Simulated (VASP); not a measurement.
# PbSe (Fm-3m) in VASP: a series of runs, part 3 of 3

VASP 6.6.1. The steps go on from the part before.

## Step 5: Electric field gradients, PBE (volume scaled by 0.98)

File INCAR:

```
  ALGO = Normal
  EDIFF = 1E-8
  ENCUT = 520
  GGA = PE
  ISIF = 2
  ISMEAR = -1
  LASPH = True
  LCHARG = False
  LEFG = True
  LREAL = False
  LWAVE = False
  NBANDS = 17
  NELM = 60
  PREC = Accurate
  SIGMA = 0.01
```

File KPOINTS:

```
k-points
0
Gamma
  9 9 9
```

File POSCAR:

```
PbSe
1.0
    0.0000000000      3.0415980385      3.0415980385
    3.0415980385      0.0000000000      3.0415980385
    3.0415980385      3.0415980385      0.0000000000
Pb Se
1 1
Direct
    0.0000000000      0.0000000000      0.0000000000
    0.5000000000      0.5000000000      0.5000000000
```

Potentials or basis: VASP PAW PBE potentials, release 64 (Pb_d, Se).

Run with:

```sh
$ cat potpaw_PBE.64/Pb_d/POTCAR potpaw_PBE.64/Se/POTCAR > POTCAR
$ mpirun -np 1 vasp_std > vasp.out
```

OUTCAR:

```text
EDIFF = 1E-8
   ENCUT = 520
   GGA = PE
   ISIF = 2
   ISMEAR = -1
   LASPH = True
   LREAL = False
   NELM = 60
   PREC = Accurate

 ion  position               nearest neighbor table
   1  0.000  0.000  0.000-   2 3.04   2 3.04   2 3.04   2 3.04   2 3.04   2 3.04
   2  0.500  0.500  0.500-   1 3.04   1 3.04   1 3.04   1 3.04   1 3.04   1 3.04

  LATTYP: Found a face centered cubic cell.
 ALAT       =     6.0831960770

  Lattice vectors:

 A1 = (   0.0000000000,   3.0415980385,   3.0415980385)
 A2 = (   3.0415980385,   0.0000000000,   3.0415980385)
 A3 = (   3.0415980385,   3.0415980385,   0.0000000000)

Analysis of symmetry for initial positions (statically):
=====================================================================
 Subroutine PRICEL returns:
 Original cell was already a primitive cell.

 Routine SETGRP: Setting up the symmetry group for a
 face centered cubic supercell.

 Subroutine GETGRP returns: Found 48 space group operations
 (whereof 48 operations were pure point group operations)
 out of a pool of 48 trial point group operations.

The static configuration has the point symmetry O_h .

Analysis of symmetry for dynamics (positions and initial velocities):
=====================================================================
 Subroutine PRICEL returns:
 Original cell was already a primitive cell.

 Routine SETGRP: Setting up the symmetry group for a
 face centered cubic supercell.

 Subroutine GETGRP returns: Found 48 space group operations
 (whereof 48 operations were pure point group operations)
 out of a pool of 48 trial point group operations.

The dynamic configuration has the point symmetry O_h .

 Subroutine INISYM returns: Found 48 space group operations
 (whereof 48 operations are pure point group operations),
 and found     1 'primitive' translations

----------------------------------------------------------------------------------------

                                     Primitive cell

  volume of cell :      56.2776

  direct lattice vectors                    reciprocal lattice vectors
     0.000000000  3.041598039  3.041598039    -0.164387271  0.164387271  0.164387271
     3.041598039  0.000000000  3.041598039     0.164387271 -0.164387271  0.164387271
     3.041598039  3.041598039  0.000000000     0.164387271  0.164387271 -0.164387271

  length of vectors
     4.301469197  4.301469197  4.301469197     0.284727105  0.284727105  0.284727105

  position of ions in fractional coordinates (direct lattice)
     0.000000000  0.000000000  0.000000000
     0.500000000  0.500000000  0.500000000

  ion indices of the primitive-cell ions
   primitive index   ion index
                 1           1
                 2           2

----------------------------------------------------------------------------------------

 KPOINTS: k-points

Automatic generation of k-mesh.
 Grid dimensions read from file:
 generate k-points for:    9    9    9
[... 64 lines left out ...]
   EDIFF  = 0.1E-07   stopping-criterion for ELM
   LREAL  =      F    real-space projection
   EDIFFG = 0.1E-06   stopping-criterion for IOM
   NSW    =      0    number of steps for IOM
   IBRION =     -1    ionic relax: 0-MD 1-quasi-New 2-CG
   NFREE  =      0    steps in history (QN), initial steepest desc. (CG)
   ISIF   =      2    stress and relaxation
   ISYM   =      2    0-nonsym 1-usesym 2-fastsym
   POTIM  = 0.5000    time-step for ionic-motion
   TEBEG  =    0.0;   TEEND  =   0.0 temperature during run
   PSTRESS=    0.0 pullay stress
   NELECT =      20.0000    total number of electrons
   NUPDOWN=      -1.0000    fix difference up-down
   EMIN   =  10.00;   EMAX   =-10.00  energy-range for DOS
   EFERMI =   0.00;   METHOD = LEGACY
   ISMEAR =    -1;   SIGMA  =   0.01  broadening in eV -4-tet -1-fermi 0-gaus
   EFERMI_NEDOS =   21; number of points for ismear=-14 and -15
   IALGO  =     38    algorithm
   IMIX   =      4    mixing-type and parameters
     AMIX     =   0.40;   BMIX     =  1.00
     AMIX_MAG =   1.60;   BMIX_MAG =  1.00
  volume/ion in A,a.u.               =      28.14       189.89
  Fermi-wavevector in a.u.,A,eV,Ry     =   1.159595  2.191317 18.295219  1.344661
  Thomas-Fermi vector in A             =   2.296186
   LORBIT       =      0    0 simple, 1 ext, 2 COOP (PROOUT), +10 PAW based schemes
   GGA     = PE    functional components
   LHFCALC =     F    Hartree Fock is set to
   AEXX    =    0.0000 exact exchange contribution
   IVDW    =     0    specifies the selected vdW correction
   LEPSILON=     F    determine dielectric tensor
   LRPA    =     F    only Hartree local field effects (RPA)
 non-spin polarized calculation
  energy-cutoff  :      520.00
  volume of cell :       56.28
 maximum number of plane-waves:      1536
   NGX = 15   NGY = 15   NGZ = 15

 number of electron      20.0000005 magnetization

 Free energy of the ion-electron system (eV)
  ---------------------------------------------------
  ext. energy  EPLUGINS =         0.00000000
  ---------------------------------------------------
  free energy    TOTEN  =        -8.15840039 eV

  energy without entropy =       -8.15840039  energy(sigma->0) =       -8.15840039

 E-fermi :   5.3775     XC(G=0):  -9.6173

 val. band max:        5.1221069772   @ k =   0.4444   0.0000   0.0000
 cond. band min:       5.7911823549   @ k =   0.4444   0.0000   0.0000
 fundamental gap:      0.6690753778
 Fermi energy:         5.3774684999

 k-point     1 :       0.0000    0.0000    0.0000
  band No.  band energies     occupation
      1     -11.5656      2.00000
      2     -11.5656      2.00000
      3     -11.5656      2.00000
      4     -11.5626      2.00000
      5     -11.5626      2.00000
      6      -8.4525      2.00000
[... 457 lines left out ...]
      4     -11.5190      2.00000
      5     -11.5190      2.00000
      6      -7.0031      2.00000
[... 9 lines left out ...]
     16      16.9366      0.00000
     17      17.8838      0.00000

 [... further k-points ...]
[... 5 lines left out ...]
  --------------------------------------------------------------------------------------
  -------------------------------------------------------------------------------------
  Total        1.2333619      1.2333619      1.2333619     -0.0000000      0.0000000      0.0000000
  in kB       35.1128144     35.1128144     35.1128144     -0.0000000      0.0000000      0.0000000
  external PRESSURE =      35.1128144 kB  Pullay stress =       0.0000000 kB

 VOLUME and BASIS-vectors are now :
 -----------------------------------------------------------------------------
  energy-cutoff  :      520.00
  volume of cell :       56.28
      direct lattice vectors                 reciprocal lattice vectors
     0.000000000  3.041598039  3.041598039    -0.164387271  0.164387271  0.164387271
     3.041598039  0.000000000  3.041598039     0.164387271 -0.164387271  0.164387271
     3.041598039  3.041598039  0.000000000     0.164387271  0.164387271 -0.164387271

 POSITION                                       TOTAL-FORCE (eV/Angst)
 -----------------------------------------------------------------------------------
      0.00000      0.00000      0.00000        -0.000000      0.000000     -0.000000
      3.04160      3.04160      3.04160         0.000000     -0.000000      0.000000
 -----------------------------------------------------------------------------------
    total drift:                                0.000000     -0.000000     -0.000000

  FREE ENERGIE OF THE ION-ELECTRON SYSTEM (eV)
  ---------------------------------------------------
  free  energy   TOTEN  =        -8.1584003949 eV

  energy  without entropy=       -8.1584003949  energy(sigma->0) =       -8.15840039

 Electric field gradients (V/A^2)
---------------------------------------------------------------------
 ion       V_xx      V_yy      V_zz      V_xy      V_xz      V_yz
---------------------------------------------------------------------
   1      -0.000    -0.000    -0.000    -0.000    -0.000    -0.000
   2      -0.000    -0.000     0.000     0.000     0.000     0.000
---------------------------------------------------------------------

 Electric field gradients after diagonalization (V/A^2)
 (convention: |V_zz| > |V_xx| > |V_yy|)
----------------------------------------------------------------------
 ion       V_xx      V_yy      V_zz     asymmetry (V_yy - V_xx)/ V_zz
----------------------------------------------------------------------
   1       0.000     0.000    -0.000       0.000
   2      -0.000    -0.000     0.000       0.000
----------------------------------------------------------------------

           NMR quadrupolar parameters

 Cq : quadrupolar parameter    Cq=e*Q*V_zz/h
 eta: asymmetry parameters     (V_yy - V_xx)/ V_zz
 Q  : nuclear electric quadrupole moment in mb (millibarn)
----------------------------------------------------------------------
 ion       Cq(MHz)       eta       Q (mb)
----------------------------------------------------------------------
   1      -0.000       0.000       1.000
   2       0.000       0.000       1.000
----------------------------------------------------------------------
```

Wall time 60 s (1 thread of AMD EPYC 7R13, shared host); peak memory 0.16 GiB.

Results:

- Free energy: -8.1584 eV
- Pressure: 3.5 GPa

Levels at points of the mesh, in eV from the Fermi level:
```csv
k point,band 6,band 7,band 8,band 9,band 10,band 11,band 12,band 13,band 14,band 15
"(0.00, 0.00, 0.00)",-13.83,-6.35,-2.04,-2.04,-2.04,4.68,4.68,4.68,6.40,6.40
```

Caveat: this odd mesh misses L, where the gap lies, so gap, dielectric constants and Born charges aren't listed; without QUAD_EFG the Cq values of the log hold for a quadrupole moment of 1 mb, not for the nuclei; spin-orbit coupling is left out, which moves the levels of the heavy elements.

## Step 6: Electric field gradients, PBE (volume scaled by 0.98)

File INCAR:

```
SYSTEM = PbSe
PREC = Accurate ; ENCUT = 520
EDIFF = 1E-8 ; ISMEAR = -1
SIGMA = 0.01 ; LREAL = .False.
LASPH = .True. ; NELM = 80
ALGO = Normal ; ISIF = 2
LWAVE = .False. ; LCHARG = .False.
GGA = PE ; LEFG = .True.
NBANDS = 17
```

File KPOINTS:

```
Automatic mesh
0
Gamma
  9 9 9
  0 0 0
```

POSCAR is that of step 5.

Potentials or basis: VASP PAW PBE potentials, release 64 (Pb_d, Se).

Run with:

```sh
$ cat potpaw_PBE.64/Pb_d/POTCAR potpaw_PBE.64/Se/POTCAR > POTCAR
$ mpirun -np 1 vasp_std > vasp.out
```

OUTCAR:

```text
SYSTEM = PbSe
   PREC = Accurate
   ENCUT = 520
   EDIFF = 1E-8
   ISMEAR = -1
   LREAL = .False.
   LASPH = .True.
   NELM = 80
   ISIF = 2
   GGA = PE

 ion  position               nearest neighbor table
   1  0.000  0.000  0.000-   2 3.04   2 3.04   2 3.04   2 3.04   2 3.04   2 3.04
   2  0.500  0.500  0.500-   1 3.04   1 3.04   1 3.04   1 3.04   1 3.04   1 3.04

  LATTYP: Found a face centered cubic cell.
 ALAT       =     6.0831960770

  Lattice vectors:

 A1 = (   0.0000000000,   3.0415980385,   3.0415980385)
 A2 = (   3.0415980385,   0.0000000000,   3.0415980385)
 A3 = (   3.0415980385,   3.0415980385,   0.0000000000)

Analysis of symmetry for initial positions (statically):
=====================================================================
 Subroutine PRICEL returns:
 Original cell was already a primitive cell.

 Routine SETGRP: Setting up the symmetry group for a
 face centered cubic supercell.

 Subroutine GETGRP returns: Found 48 space group operations
 (whereof 48 operations were pure point group operations)
 out of a pool of 48 trial point group operations.

The static configuration has the point symmetry O_h .

Analysis of symmetry for dynamics (positions and initial velocities):
=====================================================================
 Subroutine PRICEL returns:
 Original cell was already a primitive cell.

 Routine SETGRP: Setting up the symmetry group for a
 face centered cubic supercell.

 Subroutine GETGRP returns: Found 48 space group operations
 (whereof 48 operations were pure point group operations)
 out of a pool of 48 trial point group operations.

The dynamic configuration has the point symmetry O_h .

 Subroutine INISYM returns: Found 48 space group operations
 (whereof 48 operations are pure point group operations),
 and found     1 'primitive' translations

----------------------------------------------------------------------------------------

                                     Primitive cell

  volume of cell :      56.2776

  direct lattice vectors                    reciprocal lattice vectors
     0.000000000  3.041598039  3.041598039    -0.164387271  0.164387271  0.164387271
     3.041598039  0.000000000  3.041598039     0.164387271 -0.164387271  0.164387271
     3.041598039  3.041598039  0.000000000     0.164387271  0.164387271 -0.164387271

  length of vectors
     4.301469197  4.301469197  4.301469197     0.284727105  0.284727105  0.284727105

  position of ions in fractional coordinates (direct lattice)
     0.000000000  0.000000000  0.000000000
     0.500000000  0.500000000  0.500000000

  ion indices of the primitive-cell ions
   primitive index   ion index
                 1           1
                 2           2

----------------------------------------------------------------------------------------

 KPOINTS: Automatic mesh

Automatic generation of k-mesh.
 Grid dimensions read from file:
 generate k-points for:    9    9    9
[... 64 lines left out ...]
   EDIFF  = 0.1E-07   stopping-criterion for ELM
   LREAL  =      F    real-space projection
   EDIFFG = 0.1E-06   stopping-criterion for IOM
   NSW    =      0    number of steps for IOM
   IBRION =     -1    ionic relax: 0-MD 1-quasi-New 2-CG
   NFREE  =      0    steps in history (QN), initial steepest desc. (CG)
   ISIF   =      2    stress and relaxation
   ISYM   =      2    0-nonsym 1-usesym 2-fastsym
   POTIM  = 0.5000    time-step for ionic-motion
   TEBEG  =    0.0;   TEEND  =   0.0 temperature during run
   PSTRESS=    0.0 pullay stress
   NELECT =      20.0000    total number of electrons
   NUPDOWN=      -1.0000    fix difference up-down
   EMIN   =  10.00;   EMAX   =-10.00  energy-range for DOS
   EFERMI =   0.00;   METHOD = LEGACY
   ISMEAR =    -1;   SIGMA  =   0.01  broadening in eV -4-tet -1-fermi 0-gaus
   EFERMI_NEDOS =   21; number of points for ismear=-14 and -15
   IALGO  =     38    algorithm
   IMIX   =      4    mixing-type and parameters
     AMIX     =   0.40;   BMIX     =  1.00
     AMIX_MAG =   1.60;   BMIX_MAG =  1.00
  volume/ion in A,a.u.               =      28.14       189.89
  Fermi-wavevector in a.u.,A,eV,Ry     =   1.159595  2.191317 18.295219  1.344661
  Thomas-Fermi vector in A             =   2.296186
   LORBIT       =      0    0 simple, 1 ext, 2 COOP (PROOUT), +10 PAW based schemes
   GGA     = PE    functional components
   LHFCALC =     F    Hartree Fock is set to
   AEXX    =    0.0000 exact exchange contribution
   IVDW    =     0    specifies the selected vdW correction
   LEPSILON=     F    determine dielectric tensor
   LRPA    =     F    only Hartree local field effects (RPA)
 non-spin polarized calculation
  energy-cutoff  :      520.00
  volume of cell :       56.28
 maximum number of plane-waves:      1536
   NGX = 15   NGY = 15   NGZ = 15

 number of electron      20.0000005 magnetization

 Free energy of the ion-electron system (eV)
  ---------------------------------------------------
  ext. energy  EPLUGINS =         0.00000000
  ---------------------------------------------------
  free energy    TOTEN  =        -8.15840039 eV

  energy without entropy =       -8.15840039  energy(sigma->0) =       -8.15840039

 E-fermi :   5.3775     XC(G=0):  -9.6173

 val. band max:        5.1221069772   @ k =   0.4444   0.0000   0.0000
 cond. band min:       5.7911823549   @ k =   0.4444   0.0000   0.0000
 fundamental gap:      0.6690753778
 Fermi energy:         5.3774684999

 k-point     1 :       0.0000    0.0000    0.0000
  band No.  band energies     occupation
      1     -11.5656      2.00000
      2     -11.5656      2.00000
      3     -11.5656      2.00000
      4     -11.5626      2.00000
      5     -11.5626      2.00000
      6      -8.4525      2.00000
[... 457 lines left out ...]
      4     -11.5190      2.00000
      5     -11.5190      2.00000
      6      -7.0031      2.00000
[... 9 lines left out ...]
     16      16.9366      0.00000
     17      17.8838      0.00000

 [... further k-points ...]
[... 5 lines left out ...]
  --------------------------------------------------------------------------------------
  -------------------------------------------------------------------------------------
  Total        1.2333619      1.2333619      1.2333619     -0.0000000      0.0000000      0.0000000
  in kB       35.1128144     35.1128144     35.1128144     -0.0000000      0.0000000      0.0000000
  external PRESSURE =      35.1128144 kB  Pullay stress =       0.0000000 kB

 VOLUME and BASIS-vectors are now :
 -----------------------------------------------------------------------------
  energy-cutoff  :      520.00
  volume of cell :       56.28
      direct lattice vectors                 reciprocal lattice vectors
     0.000000000  3.041598039  3.041598039    -0.164387271  0.164387271  0.164387271
     3.041598039  0.000000000  3.041598039     0.164387271 -0.164387271  0.164387271
     3.041598039  3.041598039  0.000000000     0.164387271  0.164387271 -0.164387271

 POSITION                                       TOTAL-FORCE (eV/Angst)
 -----------------------------------------------------------------------------------
      0.00000      0.00000      0.00000        -0.000000      0.000000     -0.000000
      3.04160      3.04160      3.04160         0.000000     -0.000000      0.000000
 -----------------------------------------------------------------------------------
    total drift:                                0.000000     -0.000000     -0.000000

  FREE ENERGIE OF THE ION-ELECTRON SYSTEM (eV)
  ---------------------------------------------------
  free  energy   TOTEN  =        -8.1584003949 eV

  energy  without entropy=       -8.1584003949  energy(sigma->0) =       -8.15840039

 Electric field gradients (V/A^2)
---------------------------------------------------------------------
 ion       V_xx      V_yy      V_zz      V_xy      V_xz      V_yz
---------------------------------------------------------------------
   1      -0.000    -0.000    -0.000    -0.000    -0.000    -0.000
   2      -0.000    -0.000     0.000     0.000     0.000     0.000
---------------------------------------------------------------------

 Electric field gradients after diagonalization (V/A^2)
 (convention: |V_zz| > |V_xx| > |V_yy|)
----------------------------------------------------------------------
 ion       V_xx      V_yy      V_zz     asymmetry (V_yy - V_xx)/ V_zz
----------------------------------------------------------------------
   1       0.000     0.000    -0.000       0.000
   2      -0.000    -0.000     0.000       0.000
----------------------------------------------------------------------

           NMR quadrupolar parameters

 Cq : quadrupolar parameter    Cq=e*Q*V_zz/h
 eta: asymmetry parameters     (V_yy - V_xx)/ V_zz
 Q  : nuclear electric quadrupole moment in mb (millibarn)
----------------------------------------------------------------------
 ion       Cq(MHz)       eta       Q (mb)
----------------------------------------------------------------------
   1      -0.000       0.000       1.000
   2       0.000       0.000       1.000
----------------------------------------------------------------------
```

stdout:

```text
POSCAR found type information on POSCAR PbSe
 POSCAR found :  2 types and       2 ions
 scaLAPACK will be used
 LDA part: xc-table for (Slater+PW92), standard interpolation
 POSCAR, INCAR and KPOINTS ok, starting setup
 FFT: planning ... GRIDC
 FFT: planning ... GRID_SOFT
 FFT: planning ... GRID
 WAVECAR not read
 entering main loop
ion   1

ion   2
```

Run time: 57 s. Hardware: 1 thread of AMD EPYC 7R13, shared host; peak memory 0.16 GiB.

What came out:

| Property | Result |
| --- | --- |
| Free energy | -8.1584 eV |
| Pressure | 3.5 GPa |

Caveat: this odd mesh misses L, where the gap lies, so gap, dielectric constants and Born charges aren't listed; without QUAD_EFG the Cq values of the log hold for a quadrupole moment of 1 mb, not for the nuclei; spin-orbit coupling is left out, which moves the levels of the heavy elements.

## Step 7: Summary

```tsv
task	cell	k mesh for the DOS	occupations for the DOS	pressure (GPa)
density of states	a = 4.331 Å, angles 60.0°, 2 atoms	14 × 14 × 14	tetrahedron	-
electric field gradients	a = 4.242 Å, angles 60.0°, 2 atoms	-	-	6.3
electric field gradients	a = 4.272 Å, angles 60.0°, 2 atoms	-	-	4.8
electric field gradients	a = 4.301 Å, angles 60.0°, 2 atoms	-	-	3.5
```

Alike in all rows: level PBE; potentials or basis VASP PAW PBE potentials, release 64 (Pb_d, Se); no spin polarisation; k mesh 9 × 9 × 9; cutoff (eV) 520; smearing fermi-dirac 0.01 eV.

Caveats: spin-orbit coupling is left out, which moves the levels of the heavy elements.

Absolute energies hang on the potentials; compare differences alone.
